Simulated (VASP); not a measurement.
A run of VASP 6.6.1:

File INCAR:

```
SYSTEM = CO2
PREC = Accurate ; ENCUT = 910
EDIFF = 1E-6 ; ISMEAR = -1
SIGMA = 0.05 ; LREAL = Auto
LASPH = .True. ; NELM = 120
ALGO = Normal ; ISIF = 2
LWAVE = .False. ; LCHARG = .False.
GGA = PE ; IVDW = 12
NBANDS = 120 ; GGA_COMPAT = .False.
```

The input KPOINTS:

```
Automatic mesh
0
Gamma
  1 1 1
  0 0 0
```

POSCAR

```
CO2
1.0
    8.5889170000      0.0000000000      0.0000000000
    0.0000000000      8.5889170000      0.0000000000
    0.0000000000      0.0000000000      8.5889170000
C O
12 24
Direct
    0.1285493852      0.5273423879      0.3835058599
    0.4561110557      0.8778871655      0.0016532934
    0.7874799582      0.4407773413      0.5400680901
    0.1894185262      0.1160681841      0.7846856594
    0.4081422605      0.3781035490      0.1103515146
    1.0556162087      0.0566893358      0.2771129352
    0.1376774278      0.7251205245      0.8875740678
    0.7771876245      0.7818447890      0.1957406271
    0.4107502727      0.8099507773      0.4798160234
    0.7704463787      0.9554173128      0.7030804932
    0.7955484958      0.3710013730     -0.0316105046
    0.5243385167      0.1324846893      0.4094346237
    0.1833874981      0.5137201815      0.5028922738
    0.0686000342      0.5279478193      0.2628503687
    0.4749376435      0.7613881936     -0.0716621199
    0.4361201767      0.9999398061      0.0617889310
    0.7128605388      0.5334083447      0.6026836678
    0.8638574572      0.3486353402      0.4784770886
    0.2782655834      0.0174527242      0.7506650722
    0.1045533447      0.2156034341      0.8152715878
    0.5172596266      0.3411955198      0.1805466277
    0.2988036792      0.4081888322      0.0303414272
    0.9874120334     -0.0251603316      0.3557840878
    1.1193727917      0.1506942028      0.1946229076
    0.1080695040      0.8160400199      0.9775388445
    0.1933305445      0.6353303915      0.7931267702
    0.7519108637      0.7169821294      0.3111102366
    0.7956649249      0.8634383124      0.0867047615
    0.5156645477      0.7864204532      0.5581262457
    0.3080947225      0.8101487068      0.3892807440
    0.8782597387      0.8842092664      0.7012991277
    0.6567417056      1.0398982782      0.7133262552
    0.8299532991      0.5003424762     -0.0335781566
    0.7499082830      0.2393782592     -0.0309235728
    0.3999689367      0.1530809996      0.4621653696
    0.6539008352      0.1241832934      0.3616870439
```

Potentials or basis: VASP PAW PBE potentials, release 64 (C_h, O_h).

Run with:

```sh
$ cat potpaw_PBE.64/C_h/POTCAR potpaw_PBE.64/O_h/POTCAR > POTCAR
$ mpirun -np 1 vasp_gam > vasp.out
```

Hardware: 1 thread of Intel(R) Xeon(R) Platinum 8259CL CPU @ 2.50GHz (Skylake/Cascade Lake), with other jobs on the host.

How long does it take, and how much memory?

It took 5.6 min on 1 thread of Intel(R) Xeon(R) Platinum 8259CL CPU @ 2.50GHz (Skylake/Cascade Lake), with other jobs on the host, peak memory 1.2 GiB. Counts: scf iterations 17, k points 1.
